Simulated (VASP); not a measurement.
A run of VASP 6.6.1 is set up as follows.

File INCAR:

```
PREC = Accurate
ENCUT = 600
EDIFF = 1E-6
ISMEAR = 0
SIGMA = 0.1
LREAL = False
LASPH = True
NELM = 120
ALGO = Normal
ISIF = 2
LWAVE = False
LCHARG = False
GGA = PE
NBANDS = 16
GGA_COMPAT = False
```

File KPOINTS:

```
regular mesh
0
Gamma
  16 16 16
```

POSCAR

```
CaF
1.0
    3.3761226950      0.0000000000      0.0000000000
    0.0000000000      3.3761226950      0.0000000000
    0.0000000000      0.0000000000      3.3761226950
Ca F
1 1
Direct
    0.5000000000      0.5000000000      0.5000000000
    0.0000000000      0.0000000000      0.0000000000
```

Potentials or basis: VASP PAW PBE potentials, release 64 (Ca_sv, F).

The run is started by

```console
$ cat potpaw_PBE.64/Ca_sv/POTCAR potpaw_PBE.64/F/POTCAR > POTCAR
$ mpirun -np 1 vasp_std > vasp.out
```

(1) Predict the pressure.

(2) What does it give for the band gap on the k mesh?

## Answers

(1) -0.1 GPa.

(2) zero (an odd number of electrons rules out a gap without spin polarisation).

Caveat: an odd number of electrons without spin polarisation forces a metal; a magnetic or distorted state may lie lower.
